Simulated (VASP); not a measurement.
# Ta5W (P4/mmm) in VASP: relaxation of cell and atoms with PBE

Aim: the relaxation of cell and atoms of Ta5W with PBE.

All numbers are computed with VASP 6.6.1; they aren't measurements. Logs are shortened: lines on timing, memory, paths and dates and some standing lists are left out, and cuts for length are marked.

### Step 1. The cell of the first run

The structure is tetragonal, space group P4/mmm (No. 123). The conventional cell has a = 2.773 Å, b = 2.773 Å, c = 14.254 Å, α = 90.00°, β = 90.00°, γ = 90.00°. Within 3.7 Å of Ta (site symmetry 4mm) lie 12 Ta at 2.77 to 3.10 Å. Ta (site symmetry 4/mmm) has 12 Ta at 2.77 to 3.10 Å within 3.7 Å. Ta (site symmetry 4mm) has 8 Ta at 2.77 to 3.08 Å and 4 W at 3.06 Å within 3.7 Å. Within 3.7 Å of W (site symmetry 4/mmm) lie 4 W at 2.77 Å and 8 Ta at 3.06 Å.

### Step 2. Relaxation of cell and atoms, PBE

Contents of INCAR:

```
SYSTEM = Ta5W
  PREC = Accurate
  ENCUT = 600
  EDIFF = 1E-7
  ISMEAR = 0
  SIGMA = 0.1
  LREAL = .False.
  LASPH = .True.
  NELM = 80
  ALGO = Fast
  ISIF = 3
  LWAVE = .False.
  LCHARG = .False.
  GGA = PE
  IBRION = 2
  NSW = 100
  EDIFFG = -0.01
```

Contents of KPOINTS:

```
Automatic mesh
0
Gamma
  14 14 4
  0 0 0
```

Contents of POSCAR:

```
Ta5W
1.0
    2.7727481904      0.0000000000      0.0000000000
    0.0000000000      2.7727481904      0.0000000000
    0.0000000000      0.0000000000     14.2544445341
Ta W
5 1
Direct
    0.0000000000      0.0000000000      0.8314861345
    0.5000000000      0.5000000000      0.0000000000
    0.0000000000      0.0000000000      0.1685138655
    0.5000000000      0.5000000000      0.3355240565
    0.5000000000      0.5000000000      0.6644759435
    0.0000000000      0.0000000000      0.5000000000
```

Potentials or basis: VASP PAW PBE potentials, release 64 (Ta_pv, W_sv).

On the command line:

```console
$ cat potpaw_PBE.64/Ta_pv/POTCAR potpaw_PBE.64/W_sv/POTCAR > POTCAR
$ mpirun -np 1 vasp_std > vasp.out
```

OUTCAR:

```text
SYSTEM = Ta5W
   PREC = Accurate
   ENCUT = 600
   EDIFF = 1E-7
   ISMEAR = 0
   LREAL = .False.
   LASPH = .True.
   NELM = 80
   ISIF = 3
   GGA = PE
   IBRION = 2
   NSW = 100
   EDIFFG = -0.01

 ion  position               nearest neighbor table
   1  0.000  0.000  0.831-   5 3.08   5 3.08   5 3.08   5 3.08   2 3.10   2 3.10   2 3.10   2 3.10

   2  0.500  0.500  0.000-   1 3.10   3 3.10   1 3.10   3 3.10   1 3.10   3 3.10   1 3.10   3 3.10

   3  0.000  0.000  0.169-   4 3.08   4 3.08   4 3.08   4 3.08   2 3.10   2 3.10   2 3.10   2 3.10

   4  0.500  0.500  0.336-   6 3.06   6 3.06   6 3.06   6 3.06   3 3.08   3 3.08   3 3.08   3 3.08

   5  0.500  0.500  0.664-   6 3.06   6 3.06   6 3.06   6 3.06   1 3.08   1 3.08   1 3.08   1 3.08

   6  0.000  0.000  0.500-   4 3.06   5 3.06   4 3.06   5 3.06   4 3.06   5 3.06   4 3.06   5 3.06

  LATTYP: Found a simple tetragonal cell.
 ALAT       =     2.7727481904
 C/A-ratio  =     5.1409084256

  Lattice vectors:

 A1 = (   2.7727481904,   0.0000000000,   0.0000000000)
 A2 = (   0.0000000000,   2.7727481904,   0.0000000000)
 A3 = (   0.0000000000,   0.0000000000,  14.2544445341)

Analysis of symmetry for initial positions (statically):
=====================================================================
 Subroutine PRICEL returns:
 Original cell was already a primitive cell.

 Routine SETGRP: Setting up the symmetry group for a
 simple tetragonal supercell.

 Subroutine GETGRP returns: Found 16 space group operations
 (whereof 16 operations were pure point group operations)
 out of a pool of 16 trial point group operations.

The static configuration has the point symmetry D_4h.

Analysis of symmetry for dynamics (positions and initial velocities):
=====================================================================
 Subroutine PRICEL returns:
 Original cell was already a primitive cell.

 Routine SETGRP: Setting up the symmetry group for a
 simple tetragonal supercell.

 Subroutine GETGRP returns: Found 16 space group operations
 (whereof 16 operations were pure point group operations)
 out of a pool of 16 trial point group operations.

The dynamic configuration has the point symmetry D_4h.

 Subroutine INISYM returns: Found 16 space group operations
 (whereof 16 operations are pure point group operations),
 and found     1 'primitive' translations

----------------------------------------------------------------------------------------

                                     Primitive cell

  volume of cell :     109.5901

  direct lattice vectors                    reciprocal lattice vectors
     2.772748190  0.000000000  0.000000000     0.360653017  0.000000000  0.000000000
     0.000000000  2.772748190  0.000000000     0.000000000  0.360653017  0.000000000
     0.000000000  0.000000000 14.254444534     0.000000000  0.000000000  0.070153558

  length of vectors
     2.772748190  2.772748190 14.254444534     0.360653017  0.360653017  0.070153558

  position of ions in fractional coordinates (direct lattice)
     0.000000000  0.000000000  0.831486134
     0.500000000  0.500000000  0.000000000
     0.000000000  0.000000000  0.168513866
     0.500000000  0.500000000  0.335524056
     0.500000000  0.500000000  0.664475944
     0.000000000  0.000000000  0.500000000

  ion indices of the primitive-cell ions
   primitive index   ion index
                 1           1
                 2           2
                 3           3
                 4           4
                 5           5
                 6           6

----------------------------------------------------------------------------------------

 KPOINTS: Automatic mesh

Automatic generation of k-mesh.
 Grid dimensions read from file:
 generate k-points for:   14   14    4

 Generating k-lattice:

  Cartesian coordinates                     Fractional coordinates (reciprocal lattice)
     0.025760930  0.000000000  0.000000000     0.071428571  0.000000000  0.000000000
     0.000000000  0.025760930  0.000000000     0.000000000  0.071428571  0.000000000
     0.000000000  0.000000000  0.017538389     0.000000000  0.000000000  0.250000000

  Length of vectors
     0.025760930  0.025760930  0.017538389

  Shift w.r.t. Gamma in fractional coordinates (k-lattice)
     0.000000000  0.000000000  0.000000000

 Subroutine IBZKPT returns following result:
 ===========================================

 Found    108 irreducible k-points:

 Following reciprocal coordinates:
            Coordinates               Weight
  0.000000  0.000000  0.000000      1.000000
  0.071429  0.000000  0.000000      4.000000
  0.142857  0.000000  0.000000      4.000000
  0.214286  0.000000  0.000000      4.000000
  0.285714  0.000000  0.000000      4.000000
  0.357143  0.000000  0.000000      4.000000
[... 16 lines left out ...]
  0.285714  0.214286  0.000000      8.000000
  0.357143  0.214286  0.000000      8.000000
 [... further k-points ...]
   k-points           NKPTS =    108   k-points in BZ     NKDIM =    108   number of bands    NBANDS=     41
   number of dos      NEDOS =    301   number of ions     NIONS =      6
   total plane-waves  NPLWV =  69120
   dimension x,y,z NGX =    24 NGY =   24 NGZ =  120
   dimension x,y,z NGXF=    48 NGYF=   48 NGZF=  240
   ions per type =               5   1
   NGX,Y,Z   is equivalent  to a cutoff of  14.39, 14.39, 14.00 a.u.
   NGXF,Y,Z  is equivalent  to a cutoff of  28.78, 28.78, 27.99 a.u.
 SYSTEM =  Ta5W
   PREC   = accura    normal or accurate (medium, high low for compatibility)
   ISTART =      0    job   : 0-new  1-cont  2-samecut
   ICHARG =      2    charge: 1-file 2-atom 10-const
   ISPIN  =      1    spin polarized calculation?
   LNONCOLLINEAR =      F non collinear calculations
   LSORBIT =      F    spin-orbit coupling
   LASPH  =      T    aspherical Exc in radial PAW
   ENCUT  =  600.0 eV  44.10 Ry    6.64 a.u.   5.54  5.54 28.47*2*pi/ulx,y,z
   NELM   =     80;   NELMIN=  2; NELMDL= -5     # of ELM steps
   EDIFF  = 0.1E-06   stopping-criterion for ELM
   LREAL  =      F    real-space projection
   EDIFFG = -.1E-01   stopping-criterion for IOM
   NSW    =    100    number of steps for IOM
   IBRION =      2    ionic relax: 0-MD 1-quasi-New 2-CG
   NFREE  =      1    steps in history (QN), initial steepest desc. (CG)
   ISIF   =      3    stress and relaxation
   ISYM   =      2    0-nonsym 1-usesym 2-fastsym
   POTIM  = 0.5000    time-step for ionic-motion
   TEBEG  =    0.0;   TEEND  =   0.0 temperature during run
   PSTRESS=    0.0 pullay stress
   NELECT =      69.0000    total number of electrons
   NUPDOWN=      -1.0000    fix difference up-down
   EMIN   =  10.00;   EMAX   =-10.00  energy-range for DOS
   EFERMI =   0.00;   METHOD = LEGACY
   ISMEAR =     0;   SIGMA  =   0.10  broadening in eV -4-tet -1-fermi 0-gaus
   EFERMI_NEDOS =   21; number of points for ismear=-14 and -15
   IALGO  =     68    algorithm
   IMIX   =      4    mixing-type and parameters
     AMIX     =   0.40;   BMIX     =  1.00
     AMIX_MAG =   1.60;   BMIX_MAG =  1.00
  volume/ion in A,a.u.               =      18.27       123.26
  Fermi-wavevector in a.u.,A,eV,Ry     =   1.403139  2.651549 26.787151  1.968800
  Thomas-Fermi vector in A             =   2.525831
   LORBIT       =      0    0 simple, 1 ext, 2 COOP (PROOUT), +10 PAW based schemes
   GGA     = PE    functional components
   LHFCALC =     F    Hartree Fock is set to
   AEXX    =    0.0000 exact exchange contribution
   IVDW    =     0    specifies the selected vdW correction
   LEPSILON=     F    determine dielectric tensor
   LRPA    =     F    only Hartree local field effects (RPA)
 conjugate gradient relaxation of ions
 non-spin polarized calculation
 RMM-DIIS sequential band-by-band and
 Gauss-broadening in eV      SIGMA  =   0.10
  energy-cutoff  :      600.00
  volume of cell :      109.59
 maximum number of plane-waves:      3713
 NGX is ok and might be reduce to    24
   NGX = 11   NGY = 11   NGZ = 57

--------------------------------------- Ionic step        1  -------------------------------------------

 number of electron      69.0000007 magnetization

 Free energy of the ion-electron system (eV)
  ---------------------------------------------------
  ext. energy  EPLUGINS =         0.00000000
  ---------------------------------------------------
  free energy    TOTEN  =       -70.81290822 eV

  energy without entropy =      -70.77068137  energy(sigma->0) =      -70.79179479

------------------------ aborting loop because EDIFF is reached ----------------------------------------

  FORCE on cell =-STRESS in cart. coord.  units (eV):
  Direction    XX          YY          ZZ          XY          YZ          ZX
  --------------------------------------------------------------------------------------
  -------------------------------------------------------------------------------------
  Total       -0.7447146     -0.7447146     -0.0008446      0.0000000      0.0000000      0.0000000
  in kB      -10.8875279    -10.8875279     -0.0123476      0.0000000      0.0000000      0.0000000
  external PRESSURE =      -7.2624678 kB  Pullay stress =       0.0000000 kB
[... 101 lines left out ...]
  FREE ENERGIE OF THE ION-ELECTRON SYSTEM (eV)
  ---------------------------------------------------
  free  energy   TOTEN  =       -70.8150339713 eV

  energy  without entropy=      -70.7740568438  energy(sigma->0) =      -70.79454541

[... ionic steps 4 to 8 ...]

--------------------------------------- Ionic step        9  -------------------------------------------

 number of electron      69.0000002 magnetization

------------------------ aborting loop because EDIFF is reached ----------------------------------------

  FORCE on cell =-STRESS in cart. coord.  units (eV):
  Direction    XX          YY          ZZ          XY          YZ          ZX
  --------------------------------------------------------------------------------------
  -------------------------------------------------------------------------------------
  Total        0.1091549      0.1091549      0.1244844      0.0000000      0.0000000      0.0000000
  in kB        1.6028682      1.6028682      1.8279710      0.0000000      0.0000000      0.0000000
  external PRESSURE =       1.6779025 kB  Pullay stress =       0.0000000 kB
[... 65 lines left out ...]
  energy  without entropy=      -70.7768399452  energy(sigma->0) =      -70.79670726

--------------------------------------- Ionic step       11  -------------------------------------------

 number of electron      69.0000003 magnetization

 Free energy of the ion-electron system (eV)
  ---------------------------------------------------
  ext. energy  EPLUGINS =         0.00000000
  ---------------------------------------------------
  free energy    TOTEN  =       -70.81659147 eV

  energy without entropy =      -70.77696111  energy(sigma->0) =      -70.79677629

 E-fermi :   6.2261     XC(G=0): -12.6017

 val. band max:        6.2244661968   @ k =   0.5000   0.2143   0.5000
 cond. band min:       6.2291897334   @ k =   0.3571   0.1429   0.2500
 fundamental gap:      0.0047235366
 Fermi energy:         6.2261223242

 k-point     1 :       0.0000    0.0000    0.0000
  band No.  band energies     occupation
      1     -67.6472      2.00000
      2     -31.8514      2.00000
      3     -31.4341      2.00000
      4     -31.4341      2.00000
      5     -28.0166      2.00000
      6     -27.9170      2.00000
[... 1045 lines left out ...]
     40       8.0351      0.00000
     41       8.2263      0.00000

 [... further k-points ...]

------------------------ aborting loop because EDIFF is reached ----------------------------------------

  FORCE on cell =-STRESS in cart. coord.  units (eV):
  Direction    XX          YY          ZZ          XY          YZ          ZX
  --------------------------------------------------------------------------------------
  -------------------------------------------------------------------------------------
  Total        0.0110665      0.0110665      0.0040545      0.0000000      0.0000000     -0.0000000
  in kB        0.1623811      0.1623811      0.0594921      0.0000000      0.0000000     -0.0000000
  external PRESSURE =       0.1280847 kB  Pullay stress =       0.0000000 kB
[... 21 lines left out ...]
  FREE ENERGIE OF THE ION-ELECTRON SYSTEM (eV)
  ---------------------------------------------------
  free  energy   TOTEN  =       -70.8165914672 eV

  energy  without entropy=      -70.7769611092  energy(sigma->0) =      -70.79677629

 reached required accuracy - stopping structural energy minimisation
```

Run time: 1.6 h. Hardware: 1 thread of Oxide Virtual Turin-like, shared host; peak memory 0.58 GiB.

Results:

| Quantity | Value |
| --- | --- |
| Free energy | -70.8166 eV |
| Relaxed volume | 18.20 Å³/atom |
| Relaxed cell | a = 2.763 Å, b = 2.763 Å, c = 14.303 Å, α = 90.00°, β = 90.00°, γ = 90.00° |
| Space group after relaxing (to 0.1 Å) | P4/mmm (No. 123) |
| Energy gained by relaxing | 0.6 meV/atom |
| Ionic steps | 11 |
| Pressure after relaxing | 0.0 GPa |
| Band gap on the k mesh | zero (an odd number of electrons rules out a gap without spin polarisation) |

The path:
```csv
step,energy change (eV),largest force (eV/Å),pressure (GPa),volume (Å³)
1,0.0000,0.0896,-0.73,109.59
2,0.0016,0.0487,1.71,108.28
3,-0.0021,0.0723,0.31,109.03
4,-0.0034,0.0374,0.01,109.18
5,-0.0034,0.0363,0.00,109.19
6,-0.0035,0.0202,-0.02,109.20
7,-0.0036,0.0160,-0.05,109.22
8,-0.0036,0.0154,-0.06,109.23
9,-0.0036,0.0057,0.17,109.11
10,-0.0037,0.0111,0.04,109.18
11,-0.0037,0.0007,0.01,109.19
```

Final structure:
```cif
data_structure
_symmetry_space_group_name_H-M 'P 1'
_symmetry_Int_Tables_number 1
_cell_length_a 2.7630
_cell_length_b 2.7630
_cell_length_c 14.3027
_cell_angle_alpha 90.000
_cell_angle_beta 90.000
_cell_angle_gamma 90.000
_cell_volume 109.19
loop_
_atom_site_label
_atom_site_type_symbol
_atom_site_fract_x
_atom_site_fract_y
_atom_site_fract_z
_atom_site_occupancy
Ta1 Ta 0.00000 0.00000 0.83109 1
Ta2 Ta 0.50000 0.50000 0.00000 1
Ta3 Ta 0.00000 0.00000 0.16891 1
Ta4 Ta 0.50000 0.50000 0.33630 1
Ta5 Ta 0.50000 0.50000 0.66370 1
W1 W 0.00000 0.00000 0.50000 1
```

Levels at points of the mesh, in eV from the Fermi level:
```csv
k point,band 31,band 32,band 33,band 34,band 35,band 36,band 37,band 38,band 39,band 40
"(0.00, 0.00, 0.00)",-1.12,-0.75,-0.53,-0.06,0.16,0.93,1.15,1.25,1.25,2.36
"(0.50, 0.00, 0.00)",-0.95,-0.81,-0.77,0.23,0.41,0.44,0.45,0.85,1.50,2.02
"(0.50, 0.50, 0.00)",-2.14,0.48,0.48,0.60,0.60,1.75,2.49,2.51,2.52,4.40
"(0.00, 0.00, 0.50)",-1.22,-0.81,-0.52,0.26,0.33,0.74,0.89,1.27,1.27,2.12
"(0.50, 0.00, 0.50)",-0.89,-0.69,-0.63,-0.46,-0.46,0.85,0.91,1.00,1.48,2.08
"(0.50, 0.50, 0.50)",-1.14,-0.97,-0.97,1.36,1.83,2.44,2.44,2.45,2.45,3.50
```

Caveat: spin-orbit coupling is left out, which moves the levels of the heavy elements.
